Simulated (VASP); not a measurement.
# Sn (Fd-3m) in VASP: settings compared

Aim: see how the results for Sn move with the level of theory and the settings. Levels: PBE, r2SCAN. Tasks: single point.

All numbers are computed with VASP 6.6.1; they aren't measurements. Logs are shortened: lines on timing, memory, paths and dates and some standing lists are left out, and cuts for length are marked.

## 1. The cell of the first run

Symmetry: Fd-3m, No. 227, cubic system. Conventional cell: a = 6.789 Å, b = 6.789 Å, c = 6.789 Å, α = 90.00°, β = 90.00°, γ = 90.00°. Within 3.9 Å of Sn (site symmetry -43m) lie 4 Sn at 2.94 Å.

## 2. Single point, PBE (volume changed by +6%)

Contents of INCAR:

```
  ALGO = Normal
  EDIFF = 1E-6
  ENCUT = 520
  GGA = PE
  ISIF = 2
  ISMEAR = -1
  LASPH = T
  LCHARG = F
  LREAL = F
  LWAVE = F
  NBANDS = 21
  NELM = 80
  PREC = Accurate
  SIGMA = 0.02
```

Contents of KPOINTS:

```
k-points
0
Gamma
  6 6 6
```

Contents of POSCAR:

```
Sn
1.0
    0.0000000000      3.3944203367      3.3944203367
    3.3944203367      0.0000000000      3.3944203367
    3.3944203367      3.3944203367      0.0000000000
Sn
2
Direct
    0.0000000000      0.0000000000      0.0000000000
    0.2500000000      0.2500000000      0.2500000000
```

Potentials or basis: VASP PAW PBE potentials, release 64 (Sn_d).

The run is started by

```sh
$ cat potpaw_PBE.64/Sn_d/POTCAR > POTCAR
$ mpirun -np 1 vasp_std > vasp.out
```

OUTCAR:

```text
EDIFF = 1E-6
   ENCUT = 520
   GGA = PE
   ISIF = 2
   ISMEAR = -1
   LASPH = T
   LREAL = F
   NELM = 80
   PREC = Accurate

 ion  position               nearest neighbor table
   1  0.000  0.000  0.000-   2 2.94   2 2.94   2 2.94   2 2.94
   2  0.250  0.250  0.250-   1 2.94   1 2.94   1 2.94   1 2.94

  LATTYP: Found a face centered cubic cell.
 ALAT       =     6.7888406734

  Lattice vectors:

 A1 = (   0.0000000000,   3.3944203367,   3.3944203367)
 A2 = (   3.3944203367,   0.0000000000,   3.3944203367)
 A3 = (   3.3944203367,   3.3944203367,   0.0000000000)

Analysis of symmetry for initial positions (statically):
=====================================================================
 Subroutine PRICEL returns:
 Original cell was already a primitive cell.

 Routine SETGRP: Setting up the symmetry group for a
 face centered cubic supercell.

 Subroutine GETGRP returns: Found 48 space group operations
 (whereof 24 operations were pure point group operations)
 out of a pool of 48 trial point group operations.

The static configuration has the point symmetry T_d .
 The point group associated with its full space group is O_h .

Analysis of symmetry for dynamics (positions and initial velocities):
=====================================================================
 Subroutine PRICEL returns:
 Original cell was already a primitive cell.

 Routine SETGRP: Setting up the symmetry group for a
 face centered cubic supercell.

 Subroutine GETGRP returns: Found 48 space group operations
 (whereof 24 operations were pure point group operations)
 out of a pool of 48 trial point group operations.

The dynamic configuration has the point symmetry T_d .
 The point group associated with its full space group is O_h .

 Subroutine INISYM returns: Found 48 space group operations
 (whereof 24 operations are pure point group operations),
 and found     1 'primitive' translations

----------------------------------------------------------------------------------------

                                     Primitive cell

  volume of cell :      78.2216

  direct lattice vectors                    reciprocal lattice vectors
     0.000000000  3.394420337  3.394420337    -0.147300555  0.147300555  0.147300555
     3.394420337  0.000000000  3.394420337     0.147300555 -0.147300555  0.147300555
     3.394420337  3.394420337  0.000000000     0.147300555  0.147300555 -0.147300555

  length of vectors
     4.800435277  4.800435277  4.800435277     0.255132045  0.255132045  0.255132045

  position of ions in fractional coordinates (direct lattice)
     0.000000000  0.000000000  0.000000000
     0.250000000  0.250000000  0.250000000

  ion indices of the primitive-cell ions
   primitive index   ion index
                 1           1
                 2           2

----------------------------------------------------------------------------------------

 KPOINTS: k-points

Automatic generation of k-mesh.
 Grid dimensions read from file:
 generate k-points for:    6    6    6

 Generating k-lattice:

  Cartesian coordinates                     Fractional coordinates (reciprocal lattice)
    -0.024550093  0.024550093  0.024550093     0.166666667  0.000000000  0.000000000
     0.024550093 -0.024550093  0.024550093     0.000000000  0.166666667  0.000000000
     0.024550093  0.024550093 -0.024550093     0.000000000  0.000000000  0.166666667

  Length of vectors
     0.042522008  0.042522008  0.042522008

  Shift w.r.t. Gamma in fractional coordinates (k-lattice)
     0.000000000  0.000000000  0.000000000

 Subroutine IBZKPT returns following result:
 ===========================================

 Found     16 irreducible k-points:

 Following reciprocal coordinates:
            Coordinates               Weight
  0.000000  0.000000  0.000000      1.000000
  0.166667  0.000000  0.000000      8.000000
  0.333333  0.000000  0.000000      8.000000
  0.500000  0.000000  0.000000      4.000000
  0.166667  0.166667  0.000000      6.000000
  0.333333  0.166667  0.000000     24.000000
[... 8 lines left out ...]
 -0.333333  0.333333  0.166667     24.000000
 -0.333333  0.500000  0.166667     12.000000
   k-points           NKPTS =     16   k-points in BZ     NKDIM =     16   number of bands    NBANDS=     21
   number of dos      NEDOS =    301   number of ions     NIONS =      2
   total plane-waves  NPLWV =  46656
   dimension x,y,z NGX =    36 NGY =   36 NGZ =   36
   dimension x,y,z NGXF=    72 NGYF=   72 NGZF=   72
   ions per type =               2
   NGX,Y,Z   is equivalent  to a cutoff of  12.47, 12.47, 12.47 a.u.
   NGXF,Y,Z  is equivalent  to a cutoff of  24.93, 24.93, 24.93 a.u.
 SYSTEM =  unknown system
   PREC   = accura    normal or accurate (medium, high low for compatibility)
   ISTART =      0    job   : 0-new  1-cont  2-samecut
   ICHARG =      2    charge: 1-file 2-atom 10-const
   ISPIN  =      1    spin polarized calculation?
   LNONCOLLINEAR =      F non collinear calculations
   LSORBIT =      F    spin-orbit coupling
   LASPH  =      T    aspherical Exc in radial PAW
   ENCUT  =  520.0 eV  38.22 Ry    6.18 a.u.   8.93  8.93  8.93*2*pi/ulx,y,z
   NELM   =     80;   NELMIN=  2; NELMDL= -5     # of ELM steps
   EDIFF  = 0.1E-05   stopping-criterion for ELM
   LREAL  =      F    real-space projection
   EDIFFG = 0.1E-04   stopping-criterion for IOM
   NSW    =      0    number of steps for IOM
   IBRION =     -1    ionic relax: 0-MD 1-quasi-New 2-CG
   NFREE  =      0    steps in history (QN), initial steepest desc. (CG)
   ISIF   =      2    stress and relaxation
   ISYM   =      2    0-nonsym 1-usesym 2-fastsym
   POTIM  = 0.5000    time-step for ionic-motion
   TEBEG  =    0.0;   TEEND  =   0.0 temperature during run
   PSTRESS=    0.0 pullay stress
   NELECT =      28.0000    total number of electrons
   NUPDOWN=      -1.0000    fix difference up-down
   EMIN   =  10.00;   EMAX   =-10.00  energy-range for DOS
   EFERMI =   0.00;   METHOD = LEGACY
   ISMEAR =    -1;   SIGMA  =   0.02  broadening in eV -4-tet -1-fermi 0-gaus
   EFERMI_NEDOS =   21; number of points for ismear=-14 and -15
   IALGO  =     38    algorithm
   IMIX   =      4    mixing-type and parameters
     AMIX     =   0.40;   BMIX     =  1.00
     AMIX_MAG =   1.60;   BMIX_MAG =  1.00
  volume/ion in A,a.u.               =      39.11       263.93
  Fermi-wavevector in a.u.,A,eV,Ry     =   1.162390  2.196599 18.383521  1.351151
  Thomas-Fermi vector in A             =   2.298952
   LORBIT       =      0    0 simple, 1 ext, 2 COOP (PROOUT), +10 PAW based schemes
   GGA     = PE    functional components
   LHFCALC =     F    Hartree Fock is set to
   AEXX    =    0.0000 exact exchange contribution
   IVDW    =     0    specifies the selected vdW correction
   LEPSILON=     F    determine dielectric tensor
   LRPA    =     F    only Hartree local field effects (RPA)
 non-spin polarized calculation
  energy-cutoff  :      520.00
  volume of cell :       78.22
 maximum number of plane-waves:      2126
   NGX = 17   NGY = 17   NGZ = 17

 number of electron      28.0000005 magnetization

 Free energy of the ion-electron system (eV)
  ---------------------------------------------------
  ext. energy  EPLUGINS =         0.00000000
  ---------------------------------------------------
  free energy    TOTEN  =        -7.63331622 eV

  energy without entropy =       -7.63222485  energy(sigma->0) =       -7.63277054

 E-fermi :   4.1003     XC(G=0):  -8.2915

 val. band max:        4.0808652461   @ k =   0.5000   0.0000   0.0000
 cond. band min:       4.2426319396   @ k =   0.3333   0.0000   0.0000
 fundamental gap:      0.1617666935
 Fermi energy:         4.1002730195

 k-point     1 :       0.0000    0.0000    0.0000
  band No.  band energies     occupation
      1     -17.1498      2.00000
      2     -17.1498      2.00000
      3     -17.1498      2.00000
      4     -17.1071      2.00000
      5     -17.1071      2.00000
      6     -16.8950      2.00000
[... 13 lines left out ...]
     20      11.9607      0.00000
     21      11.9608      0.00000

 k-point     2 :       0.1667    0.0000    0.0000
  band No.  band energies     occupation
      1     -17.1606      2.00000
      2     -17.1606      2.00000
      3     -17.1450      2.00000
      4     -17.0915      2.00000
      5     -17.0915      2.00000
      6     -16.9182      2.00000
[... 13 lines left out ...]
     20      11.1038      0.00000
     21      11.1038      0.00000

 k-point     3 :       0.3333    0.0000    0.0000
  band No.  band energies     occupation
      1     -17.1718      2.00000
      2     -17.1718      2.00000
      3     -17.1349      2.00000
      4     -17.0721      2.00000
      5     -17.0721      2.00000
      6     -16.9355      2.00000
[... 13 lines left out ...]
     20      11.4261      0.00000
     21      11.4261      0.00000

 k-point     4 :       0.5000    0.0000    0.0000
  band No.  band energies     occupation
      1     -17.1751      2.00000
      2     -17.1751      2.00000
      3     -17.1295      2.00000
      4     -17.0656      2.00000
      5     -17.0656      2.00000
      6     -16.9407      2.00000
[... 13 lines left out ...]
     20      12.2671      0.00000
     21      12.6964      0.00000

 k-point     5 :       0.1667    0.1667    0.0000
  band No.  band energies     occupation
      1     -17.1600      2.00000
      2     -17.1600      2.00000
      3     -17.1541      2.00000
      4     -17.0926      2.00000
      5     -17.0735      2.00000
      6     -16.9474      2.00000
[... 13 lines left out ...]
     20      10.6350      0.00000
     21      12.2562      0.00000
[... 190 lines left out ...]
     20      12.6943      0.00000
     21      14.1872      0.00000

 k-point    14 :       0.5000    0.3333    0.1667
  band No.  band energies     occupation
      1     -17.1896      2.00000
      2     -17.1853      2.00000
      3     -17.1065      2.00000
      4     -17.0528      2.00000
      5     -17.0217      2.00000
      6     -17.0000      2.00000
[... 13 lines left out ...]
     20      11.8966      0.00000
     21      13.4733      0.00000

 k-point    15 :      -0.3333    0.3333    0.1667
  band No.  band energies     occupation
      1     -17.1988      2.00000
      2     -17.1889      2.00000
      3     -17.0837      2.00000
      4     -17.0345      2.00000
      5     -17.0151      2.00000
      6     -17.0040      2.00000
[... 13 lines left out ...]
     20      13.1209      0.00000
     21      13.2411      0.00000

 k-point    16 :      -0.3333    0.5000    0.1667
  band No.  band energies     occupation
      1     -17.1948      2.00000
      2     -17.1948      2.00000
      3     -17.0617      2.00000
      4     -17.0617      2.00000
      5     -17.0021      2.00000
      6     -17.0021      2.00000
[... 13 lines left out ...]
     20      12.5755      0.00000
     21      13.9459      0.00000

------------------------ aborting loop because EDIFF is reached ----------------------------------------

  FORCE on cell =-STRESS in cart. coord.  units (eV):
  Direction    XX          YY          ZZ          XY          YZ          ZX
  --------------------------------------------------------------------------------------
  -------------------------------------------------------------------------------------
  Total       -0.9067563     -0.9067563     -0.9067563     -0.0000000      0.0000000     -0.0000000
  in kB      -18.5726687    -18.5726687    -18.5726687     -0.0000000      0.0000000     -0.0000000
  external PRESSURE =     -18.5726687 kB  Pullay stress =       0.0000000 kB

 VOLUME and BASIS-vectors are now :
 -----------------------------------------------------------------------------
  energy-cutoff  :      520.00
  volume of cell :       78.22
      direct lattice vectors                 reciprocal lattice vectors
     0.000000000  3.394420337  3.394420337    -0.147300555  0.147300555  0.147300555
     3.394420337  0.000000000  3.394420337     0.147300555 -0.147300555  0.147300555
     3.394420337  3.394420337  0.000000000     0.147300555  0.147300555 -0.147300555

 POSITION                                       TOTAL-FORCE (eV/Angst)
 -----------------------------------------------------------------------------------
      0.00000      0.00000      0.00000         0.000000      0.000000      0.000000
      1.69721      1.69721      1.69721        -0.000000     -0.000000     -0.000000
 -----------------------------------------------------------------------------------
    total drift:                                0.000000      0.000000      0.000000

  FREE ENERGIE OF THE ION-ELECTRON SYSTEM (eV)
  ---------------------------------------------------
  free  energy   TOTEN  =        -7.6333162230 eV

  energy  without entropy=       -7.6322248473  energy(sigma->0) =       -7.63277054
```

Run time: 18 s. Hardware: 1 thread of Intel Xeon Platinum 8259CL at 2.50GHz (Skylake/Cascade Lake), shared host; peak memory 0.2 GiB.

What came out:

```
Free energy            : -7.6333 eV
Pressure               : -1.9 GPa
Band gap on the k mesh : zero (band 14 reaches 4.41 eV, above the bottom of band 15 at 4.08 eV)
```

Levels at points of the mesh, in eV from the Fermi level:
| k point | band 12 | band 13 | band 14 | band 15 | band 16 | band 17 |
| --- | --- | --- | --- | --- | --- | --- |
| (0.00, 0.00, 0.00) | -1.32 | 0.31 | 0.31 | 0.31 | 2.35 | 2.35 |
| (0.50, 0.00, 0.00) | -5.65 | -0.71 | -0.71 | -0.02 | 3.37 | 3.37 |
| (0.50, 0.50, 0.00) | -6.88 | -1.84 | -1.84 | 1.16 | 1.16 | 7.10 |

Caveat: spin-orbit coupling is left out, which moves the levels of the heavy elements.

## 3. Single point, r2SCAN (volume changed by -6%)

Contents of POSCAR:

```
Sn
1.0
    0.0000000000      3.2174111744      3.2174111744
    3.2174111744      0.0000000000      3.2174111744
    3.2174111744      3.2174111744      0.0000000000
Sn
2
Direct
    0.0000000000      0.0000000000      0.0000000000
    0.2500000000      0.2500000000      0.2500000000
```

Contents of INCAR.step1:

```
  PREC = Accurate
  ENCUT = 520
  ISMEAR = -1
  SIGMA = 0.02
  LREAL = F
  LASPH = T
  NELM = 80
  NBANDS = 21
  GGA = PE
  ALGO = Normal
  EDIFF = 1E-4
  LWAVE = T
  LCHARG = F
```

Contents of INCAR.step2:

```
  PREC = Accurate
  ENCUT = 520
  EDIFF = 1E-6
  ISMEAR = -1
  SIGMA = 0.02
  LREAL = F
  LASPH = T
  NELM = 80
  ALGO = Normal
  ISIF = 2
  LWAVE = F
  LCHARG = F
  METAGGA = R2SCAN
  LMIXTAU = T
  NBANDS = 21
  ISTART = 1
```

Contents of KPOINTS:

```
Automatic mesh
0
Gamma
  6 6 6
```

Potentials or basis: VASP PAW PBE potentials, release 64 (Sn_d).

The run is started by

```sh
$ cat potpaw_PBE.64/Sn_d/POTCAR > POTCAR
$ cp INCAR.step1 INCAR
$ mpirun -np 1 vasp_std > vasp.out
$ cp INCAR.step2 INCAR
$ mpirun -np 1 vasp_std > vasp.out
```

Run time: 60 s. Hardware: 1 thread of Intel Xeon Platinum 8259CL at 2.50GHz (Skylake/Cascade Lake), shared host; peak memory 0.21 GiB.

Results (log left out):

| Item | Value |
| --- | --- |
| Free energy | -49.4237 eV |
| Pressure | 3.1 GPa |
| Band gap on the k mesh | zero (filled and empty bands touch) |

Levels at points of the mesh, in eV from the Fermi level:
```tsv
k point	band 11	band 12	band 13	band 14	band 15	band 16	band 17	band 18
(0.00, 0.00, 0.00)	-11.33	-0.19	-0.01	-0.01	-0.01	2.20	2.20	2.20
(0.50, 0.00, 0.00)	-9.56	-6.72	-1.33	-1.33	0.18	3.35	3.35	5.91
(0.50, 0.50, 0.00)	-7.97	-7.97	-2.79	-2.79	0.87	0.87	8.31	8.31
```

Caveat: the PAW data sets were made with another functional, which shifts forces and pressure a little; spin-orbit coupling is left out, which moves the levels of the heavy elements.
